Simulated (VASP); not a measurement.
# Sn3O4 (C2/m) in VASP: notebook

The runs below take Sn3O4 through single point, with PBE.

Everything below comes from runs of VASP 6.6.1. Logs are shortened: lines on timing, memory, paths and dates and some standing lists are left out, and cuts for length are marked.

## (1) The cell of the first run

It takes space group C2/m (No. 12, monoclinic). Conventional cell: a = 12.134 Å, b = 3.161 Å, c = 5.651 Å, α = 90.00°, β = 115.66°, γ = 90.00°. Within 3.0 Å of Sn (site symmetry m) lie 6 O at 2.24 to 2.39 Å and 3 Sn at 2.79 to 2.82 Å. Within 3.2 Å of Sn (site symmetry 2/m) lie 6 O at 2.32 to 2.38 Å and 4 Sn at 2.82 to 3.16 Å. Within 3.6 Å of O (site symmetry m) lie 4 Sn at 2.24 to 2.32 Å and 12 O at 3.01 to 3.51 Å. O (site symmetry m) has 5 Sn at 2.38 to 2.39 Å and 11 O at 3.00 to 3.36 Å within 3.4 Å.

## (2) Single point, PBE

INCAR reads:

```
SYSTEM = Sn3O4
PREC = Accurate
ENCUT = 520
EDIFF = 1E-6
ISMEAR = 0
SIGMA = 0.1
LREAL = .False.
LASPH = .True.
NELM = 60
ALGO = Normal
ISIF = 2
LWAVE = .False.
LCHARG = .False.
GGA = PE
NBANDS = 42
```

KPOINTS reads:

```
regular mesh
0
Gamma
  6 6 4
  0 0 0
```

POSCAR reads:

```
Sn3O4
1.0
    6.0671678175     -1.5804781949      0.0000000000
    6.0671678175      1.5804781949      0.0000000000
   -2.4468903699      0.0000000000      5.0933486172
Sn O
3 4
Direct
    0.7440000000      0.7440000000      0.6970000000
    0.2560000000      0.2560000000      0.3030000000
    0.0000000000      0.0000000000      0.0000000000
    0.1130000000      0.1130000000      0.4530000000
    0.8870000000      0.8870000000      0.5470000000
    0.6400000000      0.6400000000      0.9720000000
    0.3600000000      0.3600000000      0.0280000000
```

Potentials or basis: VASP PAW PBE potentials, release 64 (Sn_d, O).

Command:

```
> cat potpaw_PBE.64/Sn_d/POTCAR potpaw_PBE.64/O/POTCAR > POTCAR
> mpirun -np 1 vasp_std > vasp.out
```

OUTCAR:

```text
SYSTEM = Sn3O4
   PREC = Accurate
   ENCUT = 520
   EDIFF = 1E-6
   ISMEAR = 0
   LREAL = .False.
   LASPH = .True.
   NELM = 60
   ISIF = 2
   GGA = PE

 ion  position               nearest neighbor table
   1  0.744  0.744  0.697-   5 2.24   4 2.24   4 2.24   7 2.39   7 2.39   6 2.39   2 2.79   2 2.79
                             3 2.82   2 3.72   2 3.72
   2  0.256  0.256  0.303-   4 2.24   5 2.24   5 2.24   6 2.39   6 2.39   7 2.39   1 2.79   1 2.79
                             3 2.82   1 3.72   1 3.72
   3  0.000  0.000  0.000-   4 2.32   5 2.32   6 2.38   6 2.38   7 2.38   7 2.38   1 2.82   2 2.82

   4  0.113  0.113  0.453-   2 2.24   1 2.24   1 2.24   3 2.32
   5  0.887  0.887  0.547-   1 2.24   2 2.24   2 2.24   3 2.32
   6  0.640  0.640  0.972-   3 2.38   3 2.38   2 2.39   2 2.39   1 2.39
   7  0.360  0.360  0.028-   3 2.38   3 2.38   1 2.39   1 2.39   2 2.39

  LATTYP: Found a base centered monoclinic cell.
 ALAT       =    12.1343356350
 B/A-ratio  =     0.2604968648
 C/A-ratio  =     0.4656717254
 COS(beta)  =    -0.4330306522

  Lattice vectors:

 A1 = (   6.0671678175,  -1.5804781949,   0.0000000000)
 A2 = (   6.0671678175,   1.5804781949,   0.0000000000)
 A3 = (  -2.4468903699,   0.0000000000,   5.0933486172)

Analysis of symmetry for initial positions (statically):
=====================================================================
 Subroutine PRICEL returns:
 Original cell was already a primitive cell.

 Routine SETGRP: Setting up the symmetry group for a
 base centered monoclinic supercell.

 Subroutine GETGRP returns: Found  4 space group operations
 (whereof  4 operations were pure point group operations)
 out of a pool of  4 trial point group operations.

The static configuration has the point symmetry C_2h.

Analysis of symmetry for dynamics (positions and initial velocities):
=====================================================================
 Subroutine PRICEL returns:
 Original cell was already a primitive cell.

 Routine SETGRP: Setting up the symmetry group for a
 base centered monoclinic supercell.

 Subroutine GETGRP returns: Found  4 space group operations
 (whereof  4 operations were pure point group operations)
 out of a pool of  4 trial point group operations.

The dynamic configuration has the point symmetry C_2h.

 Subroutine INISYM returns: Found  4 space group operations
 (whereof  4 operations are pure point group operations),
 and found     1 'primitive' translations

----------------------------------------------------------------------------------------

                                     Primitive cell

  volume of cell :      97.6805

  direct lattice vectors                    reciprocal lattice vectors
     6.067167817 -1.580478195  0.000000000     0.082410775 -0.316359948  0.039590875
     6.067167817  1.580478195  0.000000000     0.082410775  0.316359948  0.039590875
    -2.446890370  0.000000000  5.093348617     0.000000000  0.000000000  0.196334489

  length of vectors
     6.269644061  6.269644061  5.650617012     0.329306225  0.329306225  0.196334489

  position of ions in fractional coordinates (direct lattice)
     0.744000000  0.744000000  0.697000000
     0.256000000  0.256000000  0.303000000
     0.000000000  0.000000000  0.000000000
     0.113000000  0.113000000  0.453000000
     0.887000000  0.887000000  0.547000000
     0.640000000  0.640000000  0.972000000
     0.360000000  0.360000000  0.028000000

  ion indices of the primitive-cell ions
   primitive index   ion index
                 1           1
                 2           2
                 3           3
                 4           4
                 5           5
                 6           6
                 7           7

----------------------------------------------------------------------------------------

 KPOINTS: regular mesh

Automatic generation of k-mesh.
 Grid dimensions read from file:
 generate k-points for:    6    6    4

 Generating k-lattice:

  Cartesian coordinates                     Fractional coordinates (reciprocal lattice)
     0.013735129 -0.052726658  0.006598479     0.166666667  0.000000000 -0.000000000
     0.013735129  0.052726658  0.006598479     0.000000000  0.166666667 -0.000000000
     0.000000000  0.000000000  0.049083622     0.000000000  0.000000000  0.250000000

  Length of vectors
     0.054884371  0.054884371  0.049083622

  Shift w.r.t. Gamma in fractional coordinates (k-lattice)
     0.000000000  0.000000000  0.000000000

 Subroutine IBZKPT returns following result:
 ===========================================

 Found     47 irreducible k-points:

 Following reciprocal coordinates:
            Coordinates               Weight
  0.000000  0.000000  0.000000      1.000000
  0.166667 -0.000000  0.000000      4.000000
  0.333333  0.000000  0.000000      4.000000
  0.500000  0.000000  0.000000      2.000000
  0.166667  0.166667  0.000000      2.000000
  0.333333  0.166667  0.000000      4.000000
[... 16 lines left out ...]
 -0.333333  0.166667  0.250000      4.000000
 -0.166667  0.166667  0.250000      4.000000
 [... further k-points ...]
   k-points           NKPTS =     47   k-points in BZ     NKDIM =     47   number of bands    NBANDS=     42
   number of dos      NEDOS =    301   number of ions     NIONS =      7
   total plane-waves  NPLWV =  96768
   dimension x,y,z NGX =    48 NGY =   48 NGZ =   42
   dimension x,y,z NGXF=    96 NGYF=   96 NGZF=   84
   ions per type =               3   4
   NGX,Y,Z   is equivalent  to a cutoff of  12.73, 12.73, 12.36 a.u.
   NGXF,Y,Z  is equivalent  to a cutoff of  25.46, 25.46, 24.71 a.u.
 SYSTEM =  Sn3O4
   PREC   = accura    normal or accurate (medium, high low for compatibility)
   ISTART =      0    job   : 0-new  1-cont  2-samecut
   ICHARG =      2    charge: 1-file 2-atom 10-const
   ISPIN  =      1    spin polarized calculation?
   LNONCOLLINEAR =      F non collinear calculations
   LSORBIT =      F    spin-orbit coupling
   LASPH  =      T    aspherical Exc in radial PAW
   ENCUT  =  520.0 eV  38.22 Ry    6.18 a.u.  11.66 11.66 10.51*2*pi/ulx,y,z
   NELM   =     60;   NELMIN=  2; NELMDL= -5     # of ELM steps
   EDIFF  = 0.1E-05   stopping-criterion for ELM
   LREAL  =      F    real-space projection
   EDIFFG = 0.1E-04   stopping-criterion for IOM
   NSW    =      0    number of steps for IOM
   IBRION =     -1    ionic relax: 0-MD 1-quasi-New 2-CG
   NFREE  =      0    steps in history (QN), initial steepest desc. (CG)
   ISIF   =      2    stress and relaxation
   ISYM   =      2    0-nonsym 1-usesym 2-fastsym
   POTIM  = 0.5000    time-step for ionic-motion
   TEBEG  =    0.0;   TEEND  =   0.0 temperature during run
   PSTRESS=    0.0 pullay stress
   NELECT =      66.0000    total number of electrons
   NUPDOWN=      -1.0000    fix difference up-down
   EMIN   =  10.00;   EMAX   =-10.00  energy-range for DOS
   EFERMI =   0.00;   METHOD = LEGACY
   ISMEAR =     0;   SIGMA  =   0.10  broadening in eV -4-tet -1-fermi 0-gaus
   EFERMI_NEDOS =   21; number of points for ismear=-14 and -15
   IALGO  =     38    algorithm
   IMIX   =      4    mixing-type and parameters
     AMIX     =   0.40;   BMIX     =  1.00
     AMIX_MAG =   1.60;   BMIX_MAG =  1.00
  volume/ion in A,a.u.               =      13.95        94.17
  Fermi-wavevector in a.u.,A,eV,Ry     =   1.436548  2.714682 28.077941  2.063670
  Thomas-Fermi vector in A             =   2.555724
   LORBIT       =      0    0 simple, 1 ext, 2 COOP (PROOUT), +10 PAW based schemes
   GGA     = PE    functional components
   LHFCALC =     F    Hartree Fock is set to
   AEXX    =    0.0000 exact exchange contribution
   IVDW    =     0    specifies the selected vdW correction
   LEPSILON=     F    determine dielectric tensor
   LRPA    =     F    only Hartree local field effects (RPA)
 non-spin polarized calculation
 Gauss-broadening in eV      SIGMA  =   0.10
  energy-cutoff  :      520.00
  volume of cell :       97.68
 maximum number of plane-waves:      2646
 NGX is ok and might be reduce to    48
   NGX = 23   NGY = 23   NGZ = 21

 number of electron      66.0000002 magnetization

 Free energy of the ion-electron system (eV)
  ---------------------------------------------------
  ext. energy  EPLUGINS =         0.00000000
  ---------------------------------------------------
  free energy    TOTEN  =       -35.09116254 eV

  energy without entropy =      -35.07226966  energy(sigma->0) =      -35.08171610

 E-fermi :   8.5955     XC(G=0): -11.0515

 val. band max:        8.5842922899   @ k =   0.0000   0.0000   0.2500
 cond. band min:       8.6081423781   @ k =  -0.3333   0.1667   0.2500
 fundamental gap:      0.0238500882
 Fermi energy:         8.5955231209

 k-point     1 :       0.0000    0.0000    0.0000
  band No.  band energies     occupation
      1     -14.3700      2.00000
      2     -14.0940      2.00000
      3     -14.0768      2.00000
      4     -14.0251      2.00000
      5     -13.8819      2.00000
      6     -13.8199      2.00000
[... 34 lines left out ...]
     41      15.6784      0.00000
     42      17.0623      0.00000

 k-point     2 :       0.1667   -0.0000    0.0000
  band No.  band energies     occupation
      1     -14.3306      2.00000
      2     -14.0871      2.00000
      3     -14.0706      2.00000
      4     -13.9847      2.00000
      5     -13.9567      2.00000
      6     -13.8504      2.00000
[... 34 lines left out ...]
     41      15.4756      0.00000
     42      16.0506      0.00000

 k-point     3 :       0.3333    0.0000    0.0000
  band No.  band energies     occupation
      1     -14.3221      2.00000
      2     -14.1736      2.00000
      3     -14.0579      2.00000
      4     -14.0364      2.00000
      5     -13.9368      2.00000
      6     -13.8530      2.00000
[... 897 lines left out ...]
      4     -14.0432      2.00000
      5     -13.8449      2.00000
      6     -13.8131      2.00000
[... 34 lines left out ...]
     41      14.9307      0.00000
     42      15.3868      0.00000

 k-point    24 :      -0.1667    0.1667    0.2500
  band No.  band energies     occupation
      1     -14.3494      2.00000
      2     -14.2210      2.00000
      3     -14.0710      2.00000
      4     -14.0208      2.00000
      5     -13.8758      2.00000
      6     -13.8616      2.00000
[... 34 lines left out ...]
     41      14.9039      0.00000
     42      16.3339      0.00000

 [... further k-points ...]

------------------------ aborting loop because EDIFF is reached ----------------------------------------

  FORCE on cell =-STRESS in cart. coord.  units (eV):
  Direction    XX          YY          ZZ          XY          YZ          ZX
  --------------------------------------------------------------------------------------
  -------------------------------------------------------------------------------------
  Total       12.3805841     12.8830552     10.7390713      0.0000000      0.0000000      3.0065836
  in kB      203.0690811    211.3107223    176.1446235      0.0000000      0.0000000     49.3146494
  external PRESSURE =     196.8414756 kB  Pullay stress =       0.0000000 kB

 VOLUME and BASIS-vectors are now :
 -----------------------------------------------------------------------------
  energy-cutoff  :      520.00
  volume of cell :       97.68
      direct lattice vectors                 reciprocal lattice vectors
     6.067167817 -1.580478195  0.000000000     0.082410775 -0.316359948  0.039590875
     6.067167817  1.580478195  0.000000000     0.082410775  0.316359948  0.039590875
    -2.446890370  0.000000000  5.093348617     0.000000000  0.000000000  0.196334489

 POSITION                                       TOTAL-FORCE (eV/Angst)
 -----------------------------------------------------------------------------------
      7.32246      0.00000      3.55006        -4.277700     -0.000000      2.598094
      2.36498      0.00000      1.54328         4.277700     -0.000000     -2.598094
      0.00000      0.00000      0.00000         0.000000      0.000000      0.000000
      0.26274      0.00000      2.30729         0.061932     -0.000000      0.186057
      9.42471      0.00000      2.78606        -0.061932     -0.000000     -0.186057
      5.38760      0.00000      4.95073         0.631709     -0.000000      0.269658
      4.29985      0.00000      0.14261        -0.631709     -0.000000     -0.269658
 -----------------------------------------------------------------------------------
    total drift:                               -0.000000      0.000000     -0.000000

  FREE ENERGIE OF THE ION-ELECTRON SYSTEM (eV)
  ---------------------------------------------------
  free  energy   TOTEN  =       -35.0911625413 eV

  energy  without entropy=      -35.0722696601  energy(sigma->0) =      -35.08171610
```

Run time: 3 min. Hardware: 1 thread of Intel Xeon 6975P-C (Granite Rapids), shared host; peak memory 0.36 GiB.

Results:

| Property | Result |
| --- | --- |
| Free energy | -35.0912 eV |
| Pressure | 19.7 GPa |
| Largest force | 5.005 eV/Å |
| Band gap on the k mesh | zero (bands 33 and 34 overlap by 0.67 eV) |

Forces in eV/Å, atoms in the order of the input:
```
Sn  -4.278  0.000  2.598
Sn   4.278  0.000 -2.598
Sn   0.000  0.000  0.000
O    0.062  0.000  0.186
O   -0.062  0.000 -0.186
O    0.632  0.000  0.270
O   -0.632  0.000 -0.270
```

Stress tensor (GPa, compression positive):
```
20.31  0.00  4.93
 0.00 21.13  0.00
 4.93  0.00 17.61
```

Levels at points of the mesh, in eV from the Fermi level:
```tsv
k point	band 31	band 32	band 33	band 34	band 35	band 36
(0.00, 0.00, 0.00)	-3.52	-3.39	-0.45	-0.32	0.66	3.69
(0.50, 0.00, 0.00)	-3.67	-0.54	0.05	0.12	1.85	2.32
(0.50, 0.50, 0.00)	-3.36	-1.26	-1.00	0.39	0.77	2.89
(0.00, 0.00, 0.50)	-3.42	-1.37	-0.67	0.35	1.82	3.60
(0.50, 0.00, 0.50)	-3.58	-0.98	-0.68	0.03	0.60	1.98
(0.50, 0.50, 0.50)	-3.33	-1.07	-0.85	0.26	2.06	3.24
```

Caveat: the cell stands under pressure; semilocal functionals underestimate gaps, and a narrow one can read as zero; spin-orbit coupling is left out, which moves the levels of the heavy elements; forces of over 1 eV/Å act on the atoms, so gaps and moduli don't describe the material at rest.

(Part 1 of 2 ends here.)

The gap in the log of VASP goes by the Fermi energy; the results here count the filled bands.